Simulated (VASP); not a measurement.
Wanted: the native input for a VASP 6.6.1 run.

| Property | Result |
| --- | --- |
| Task | single point |
| Functional | PBE |
| Potentials or basis | VASP PAW PBE potentials, release 64 (W_sv, C) |
| Cutoff | 520 eV |
| k mesh | 6 × 6 × 4 |
| Occupations | fermi-dirac, width 0.03 eV |
| Spin | no spin polarisation |
| Dipole correction | no |
| Further INCAR settings | ALGO = Normal; EDIFF = 1e-06; NBANDS = 16 |

The structure of WC lies in POSCAR:

```
WC
1.0
    1.6403461100     -2.1180379000      0.0000000000
    1.6403461100      2.1180379000      0.0000000000
    0.0000000000      0.0000000000      4.3094211000
W C
1 1
Direct
    0.5000000000      0.5000000000      0.5000000000
    0.0000000000      0.0000000000      0.0000000000
```

The input as run:

INCAR

```
PREC = Accurate
ENCUT = 520
EDIFF = 1E-6
ISMEAR = -1
SIGMA = 0.03
LREAL = False
LASPH = True
NELM = 100
ALGO = Normal
ISIF = 2
LWAVE = False
LCHARG = False
GGA = PE
NBANDS = 16
```

KPOINTS

```
Automatic mesh
0
Gamma
  6 6 4
```

Potentials or basis: VASP PAW PBE potentials, release 64 (W_sv, C).

Run with:

```console
$ cat potpaw_PBE.64/W_sv/POTCAR potpaw_PBE.64/C/POTCAR > POTCAR
$ mpirun -np 1 vasp_std > vasp.out
```

It gave:

```yaml
Pressure: -33.1 GPa
Band_gap_on_the_k_mesh: zero (band 9 reaches 8.91 eV, above the bottom of band 10 at 5.51 eV)
```

Caveat: the k points lie up to 0.40 Å⁻¹ apart; spin-orbit coupling is left out, which moves the levels of the heavy elements.

Wall time 16 s on 1 thread of AMD EPYC 7R43 64-Core Processor (Zen 3), on a shared host, peak memory 0.11 GiB.
